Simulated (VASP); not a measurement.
A run of VASP 6.6.1:

The input INCAR:

```
PREC = Accurate ; ENCUT = 520
EDIFF = 1E-6 ; ISMEAR = -1
SIGMA = 0.05 ; LREAL = False
LASPH = True ; NELM = 100
ALGO = Fast ; ISIF = 2
LWAVE = False ; LCHARG = False
GGA = PS ; NBANDS = 11
```

KPOINTS

```
regular mesh
0
Gamma
  4 4 4
```

POSCAR

```
Sr
1.0
    0.0000000000      3.0423500000      3.0423500000
    3.0423500000      0.0000000000      3.0423500000
    3.0423500000      3.0423500000      0.0000000000
Sr
1
Direct
    0.0000000000      0.0000000000      0.0000000000
```

Potentials or basis: VASP PAW PBE potentials, release 64 (Sr_sv).

Launch:

```bash
$ cat potpaw_PBE.64/Sr_sv/POTCAR > POTCAR
$ mpirun -np 1 vasp_std > vasp.out
```

Hardware: 1 thread of Intel(R) Xeon(R) 6975P-C (Granite Rapids) (shared host).

**Question.** Estimate the wall time of this run.

**Answer.** It took 3.1 s on 1 thread of Intel(R) Xeon(R) 6975P-C (Granite Rapids), on a shared host, peak memory 0.17 GiB. Counts: scf iterations 12, k points 8.
